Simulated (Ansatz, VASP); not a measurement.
**One calculation of HfO2, two programs**

Contents of POSCAR:

```
HfO2
1.0
   -1.9601033016      1.9601033016      4.9884461899
    1.9601033016     -1.9601033016      4.9884461899
    1.9601033016      1.9601033016     -4.9884461899
Hf O
2 4
Direct
    0.0000000000      0.0000000000      0.0000000000
    0.7500000000      0.2500000000      0.5000000000
    0.9561225807      0.4561225807      0.5000000000
    0.2061225807      0.2061225807      0.0000000000
    0.5438774193      0.0438774193      0.5000000000
    0.7938774193      0.7938774193      0.0000000000
```

File INCAR.step1:

```
SYSTEM = HfO2
  PREC = Accurate
  ENCUT = 520
  ISMEAR = 0
  SIGMA = 0.1
  LREAL = .False.
  LASPH = .True.
  NELM = 80
  NBANDS = 31
  GGA = PE
  ALGO = Normal
  EDIFF = 1E-4
  LWAVE = .True.
  LCHARG = .False.
```

INCAR.step2

```
SYSTEM = HfO2
  PREC = Accurate
  ENCUT = 520
  EDIFF = 1E-7
  ISMEAR = 0
  SIGMA = 0.1
  LREAL = .False.
  LASPH = .True.
  NELM = 80
  ALGO = Normal
  ISIF = 2
  LWAVE = .False.
  LCHARG = .False.
  METAGGA = R2SCAN
  LMIXTAU = .True.
  NBANDS = 31
  ISTART = 1
```

The input KPOINTS:

```
Automatic mesh
0
Gamma
  6 6 6
  0 0 0
```

Input for Ansatz:

```yaml
crystal:
  lattice:
    - [-1.9601033215, 1.9601033215, 4.9884460379]
    - [1.9601033215, -1.9601033215, 4.9884460379]
    - [1.9601033215, 1.9601033215, -4.9884460379]
  atoms:
    - { symbol: Hf, position: [0.0, 0.0, 0.0] }
    - { symbol: Hf, position: [0.75, 0.25, 0.5] }
    - { symbol: O, position: [0.9561225872, 0.4561225872, 0.5] }
    - { symbol: O, position: [0.2061225872, 0.2061225872, 0.0] }
    - { symbol: O, position: [0.5438774128, 0.0438774128, 0.5] }
    - { symbol: O, position: [0.7938774128, 0.7938774128, 0.0] }
basis:
  ecutwfc: 500
kpoints:
  mp_grid: { grid: [6, 6, 6] }
hamiltonian:
  xc: r2scan
scf:
  occupations: { method: gaussian, width: 0.1 }
output:
  forces: true
  stress: true
  eigenvalues: true
```

Alike in both runs: task single point; functional r2SCAN; k mesh 6 × 6 × 6; occupations gaussian, width 0.1 eV; no spin polarisation.

|  | VASP | Ansatz |
| --- | --- | --- |
| version | VASP 6.6.1 | Ansatz 0.2.0 |
| potentials or method | VASP PAW PBE potentials, release 64 (Hf_pv, O), cutoff 520 eV | scalar-relativistic, plane waves, PAW |
| valence electrons in the cell | 44 | 76 |

```tsv
	VASP	Ansatz	Ansatz less VASP
gap on the k mesh at the Fermi level (eV)	5.06	5.01	-0.049
least direct gap on the mesh (eV)	5.35	5.29	-0.054
pressure (GPa)	18.4	21.5	+3.13
traceless stress, the component that is largest in VASP (GPa)	3.15	3.55	+0.399
rms of the force components (eV/Å)	0.161	0.198	+0.0366
```

VASP's potentials were made for PBE, not for r2SCAN. Atom by atom the forces differ by 0.037 eV/Å (rms over components). With one functional, cell and mesh, what is left measures potentials, basis and numerics. VASP's potentials hold 44 valence electrons a cell and Ansatz's 76, so a difference there can come from the potentials and not from the codes.

Spin-orbit coupling is off throughout.
